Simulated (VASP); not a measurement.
Runs of VASP 6.6.1 on InPd. The structure is that of space group Pm-3m (No. 221), or close to it. The cells are those of the table. 

| task | cell | cutoff (eV) | gap on the mesh (eV) | pressure (GPa) |
| --- | --- | --- | --- | --- |
| single point | a = 3.272 Å, 2 atoms | 520 | none | 3.7 |
| single point | a = 3.338 Å, 2 atoms | 520 | none | -3.0 |
| single point | a = 3.370 Å, 2 atoms | 520 | none | (a) |
| single point | a = 3.238 Å, 2 atoms | 520 | none | 8.3 |
| relaxation of cell and atoms | relaxed from a = 3.272 Å, 2 atoms | 600 | none | 0.0 |
| single point | a = 3.203 Å, 2 atoms | 520 | none | 14.0 |
| single point | a = 3.412 Å, 2 atoms | 520 | none | (b) |
| single point | a = 3.167 Å, 2 atoms | 520 | none | 20.7 |

Alike in all rows: level PBE; potentials or basis VASP PAW PBE potentials, release 64 (In_d, Pd); no spin polarisation; k mesh 14 × 14 × 14; smearing gaussian 0.1 eV.

Question: Estimate the missing entries.

Answer: (a) -5.4; (b) -8.0.

Caveats: spin-orbit coupling is left out, which moves the levels of the heavy elements.

A k mesh can miss the band edges, and the runs leave out spin-orbit coupling on In, Pd.

A gap of «none» marks levels without a gap at the run's occupations.
